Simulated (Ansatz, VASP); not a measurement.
# Bi: VASP beside Ansatz

```
Bi
1.0
     2.26226    1.30612    3.88429
    -2.26226    1.30612    3.88429
     0.00000   -2.61223    3.88429
Bi
2
Direct
  0.23670 0.23670 0.23670
  0.76330 0.76330 0.76330
```

Alike in both runs: task relaxation of cell and atoms; functional PBEsol; k mesh 12 × 12 × 12; occupations fermi-dirac, width 0.15 eV; no spin polarisation.

|  | VASP | Ansatz |
| --- | --- | --- |
| version | VASP 6.6.1 | Ansatz 0.2.0 |
| potentials or method | VASP PAW PBE potentials, release 64 (Bi_d), cutoff 600 eV | scalar-relativistic, plane waves, PAW |
| valence electrons in the cell | 30 | 30 |

VASP gave:

| Quantity | Value |
| --- | --- |
| gap on the k mesh at the Fermi level, each at its own relaxed structure (eV) | none |
| relaxed volume (Å³/atom) | 34.32 |
| relaxed length of the cell vector where the two differ most in proportion (Å) | 4.670 |

Task: Which values does Ansatz return?

Result: gap on the k mesh at the Fermi level, each at its own relaxed structure (eV): none; relaxed volume (Å³/atom): 34.34; relaxed length of the cell vector where the two differ most in proportion (Å): 4.672.

VASP's potentials were made for PBE, not for PBEsol. A gap of «none» marks a metal or a gap that the smearing closes.

Spin-orbit coupling is off throughout.
